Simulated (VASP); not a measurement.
Here is a VASP 6.6.1 calculation.

INCAR

```
SYSTEM = Ca3ScN2
PREC = Accurate ; ENCUT = 520
EDIFF = 1E-7 ; ISMEAR = 0
SIGMA = 0.1 ; LREAL = .False.
LASPH = .True. ; NELM = 80
ALGO = Normal ; ISIF = 2
LWAVE = .False. ; LCHARG = .False.
GGA = PE ; NBANDS = 34
```

KPOINTS

```
Automatic mesh
0
Gamma
  6 6 6
  0 0 0
```

POSCAR

```
Ca3ScN2
1.0
    5.1431680867      2.9694094793      2.2737835965
   -5.1431680867      2.9694094793      2.2737835965
    0.0000000000     -5.9388189587      2.2737835965
Ca Sc N
3 1 2
Direct
    0.3274547670      0.6725452330      0.5000000000
    0.5000000000      0.3274547670      0.6725452330
    0.6725452330      0.5000000000      0.3274547670
    0.0000000000      0.0000000000      0.0000000000
    0.2918174254      0.2918174254      0.2918174254
    0.7081825746      0.7081825746      0.7081825746
```

Potentials or basis: VASP PAW PBE potentials, release 64 (Ca_sv, Sc_sv, N).

Launch:

```console
$ cat potpaw_PBE.64/Ca_sv/POTCAR potpaw_PBE.64/Sc_sv/POTCAR potpaw_PBE.64/N/POTCAR > POTCAR
$ mpirun -np 1 vasp_std > vasp.out
```

(1) Predict the pressure.

(2) Estimate the band gap on the k mesh.

Results:

(1) 0.3 GPa.

(2) zero (an odd number of electrons rules out a gap without spin polarisation).
